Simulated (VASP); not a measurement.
## Al: single point with PBE

Al:

```xyz
1
Lattice="0.0000 2.0230 2.0230 2.0230 0.0000 2.0230 2.0230 2.0230 0.0000" Properties=species:S:1:pos:R:3 pbc="T T T"
Al    0.0000    0.0000    0.0000
```

```
Program             : VASP 6.6.1
Task                : single point
Functional          : PBE
Potentials or basis : VASP PAW PBE potentials, release 64 (Al)
Cutoff              : 500 eV
k mesh              : 8 × 8 × 8
Occupations         : fermi-dirac, width 0.1 eV
Spin                : no spin polarisation
```

```
Pressure : -0.2 GPa
```

Levels at points of the mesh, in eV from the Fermi level:
| k point | band 1 | band 2 | band 3 | band 4 | band 5 |
| --- | --- | --- | --- | --- | --- |
| (0.00, 0.00, 0.00) | -11.08 | 12.63 | 12.63 | 12.63 | 14.10 |
| (0.50, 0.00, 0.00) | -4.55 | -4.34 | 11.41 | 11.41 | 11.48 |
| (0.50, 0.50, 0.00) | -2.88 | -1.57 | 5.29 | 5.61 | 5.61 |

Wall time 8.1 s on 1 thread of AMD EPYC 7R13, with other jobs on the host, peak memory 0.1 GiB.
